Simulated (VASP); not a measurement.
AlP:

```
Al P
1.0
     0.00000    2.72550    2.72550
     2.72550    0.00000    2.72550
     2.72550    2.72550    0.00000
Al P
1 1
Direct
  0.00000 0.00000 0.00000
  0.25000 0.25000 0.25000
```

Base run:

* Program: VASP 6.6.1
* Functional: BLYP
* Potentials or basis: VASP PAW PBE potentials, release 64 (Al, P)
* Cutoff: 500 eV
* k mesh: 8 × 8 × 8
* Occupations: gaussian, width 0.01 eV
* Spin: no spin polarisation

Its results: band gap on the k mesh 1.83 eV, indirect (least direct gap 3.44 eV); pressure 5.3 GPa.

After a change of settings the same cell gave: band gap on the k mesh 1.43 eV, indirect (least direct gap 3.25 eV); pressure 1.0 GPa. Which change was it?
A. functional from BLYP to RPBE
B. functional from BLYP to LDA; potentials or basis from VASP PAW PBE potentials, release 64 (Al, P) to VASP PAW LDA potentials, release 64 (Al, P)
C. functional from BLYP to revPBE
D. functional from BLYP to PBEsol

D.

PBEsol binds more tightly than BLYP, so the same cell stands under less pressure.

Caveats: the PAW data sets were made with another functional, which shifts forces and pressure a little.
